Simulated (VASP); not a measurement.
The system is KRb2.

```
CELL_PARAMETERS angstrom
-3.16375 3.16375 3.58501
3.16375 -3.16375 3.58501
3.16375 3.16375 -3.58501
ATOMIC_POSITIONS crystal
K 0.50000 0.50000 0.00000
Rb 0.75000 0.25000 0.50000
Rb 0.25000 0.75000 0.50000
```

The cell was generated, and may not be a known phase.

```yaml
Program: VASP 6.6.1
Task: relaxation of cell and atoms
Functional: PBE
Potentials_or_basis: VASP PAW PBE potentials, release 64 (K_sv, Rb_sv)
Cutoff: 600 eV
k_mesh: 4 × 4 × 4
Occupations: gaussian, width 0.1 eV
Spin: no spin polarisation
```

At the start: pressure 5.5 GPa; volume 47.84 Å³/atom.

Q: How do energy, volume and symmetry change on relaxing?

A: Over 8 steps the energy falls by 559.7 meV/atom and the volume is 103.30 Å³/atom (+115.9 %); space group I4/mmm (No. 139, to 0.1 Å) before and after.

The path:
| step | energy change (eV) | largest force (eV/Å) | pressure (GPa) | volume (Å³) |
| --- | --- | --- | --- | --- |
| 1 | 0.0000 | 0.0000 | 5.45 | 143.53 |
| 2 | -0.9170 | 0.0000 | 2.79 | 180.06 |
| 3 | -1.6128 | 0.0000 | 0.46 | 260.63 |
| 4 | -1.6670 | 0.0000 | 0.12 | 290.89 |
| 5 | -1.6733 | 0.0000 | 0.00 | 306.59 |
| 6 | -1.6730 | 0.0000 | -0.03 | 310.72 |
| 7 | -1.6750 | 0.0000 | -0.03 | 310.54 |
| 8 | -1.6792 | 0.0000 | -0.03 | 309.91 |

Final structure:
```yaml
crystal:
  lattice:
    - [-3.98975, 3.98975, 4.86719]
    - [3.98975, -3.98975, 4.86719]
    - [3.98975, 3.98975, -4.86719]
  atoms:
    - { symbol: K, position: [0.50000, 0.50000, 0.00000] }
    - { symbol: Rb, position: [0.75000, 0.25000, 0.50000] }
    - { symbol: Rb, position: [0.25000, 0.75000, 0.50000] }
```

Caveat: the volume moved by over 15 % at a fixed basis, so the end points are rough.
